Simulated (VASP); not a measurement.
**InSb: single point with PBE**

Crystal: InSb.

```
In Sb
1.0
     0.00000    3.28769    3.28769
     3.28769    0.00000    3.28769
     3.28769    3.28769    0.00000
In Sb
1 1
Direct
  0.00000 0.00000 0.00000
  0.75000 0.75000 0.75000
```

This cell differs from its parent crystal: strain +0.015 along x and y, +0.015 along z.

```json
{
 "Program": "VASP 6.6.1",
 "Task": "single point",
 "Functional": "PBE",
 "Potentials or basis": "VASP PAW PBE potentials, release 64 (In_d, Sb)",
 "Cutoff": "520 eV",
 "k mesh": "12 × 12 × 12",
 "Occupations": "gaussian, width 0.15 eV",
 "Spin": "no spin polarisation"
}
```

```
Pressure               : 1.0 GPa
Band gap on the k mesh : zero (filled and empty bands touch)
```

Levels at points of the mesh, in eV from the Fermi level:
| k point | band 5 | band 6 | band 7 | band 8 | band 9 | band 10 | band 11 | band 12 | band 13 | band 14 |
| --- | --- | --- | --- | --- | --- | --- | --- | --- | --- | --- |
| (0.00, 0.00, 0.00) | -14.56 | -10.56 | -0.56 | -0.12 | -0.12 | -0.12 | 2.85 | 2.85 | 2.85 | 5.57 |
| (0.50, 0.00, 0.00) | -14.56 | -9.31 | -5.54 | -1.06 | -1.06 | 0.34 | 3.69 | 3.69 | 6.00 | 7.91 |
| (0.50, 0.50, 0.00) | -14.55 | -8.75 | -5.85 | -2.24 | -2.24 | 1.23 | 1.31 | 7.77 | 7.77 | 8.40 |

Run time: 2.1 min on 1 thread of Intel Xeon 8259CL (shared host), peak memory 0.26 GiB.

Caveat: the cell differs from its parent crystal (strain +0.015 along x and y, +0.015 along z); semilocal functionals underestimate gaps, and a narrow one can read as zero; spin-orbit coupling is left out, which moves the levels of the heavy elements.
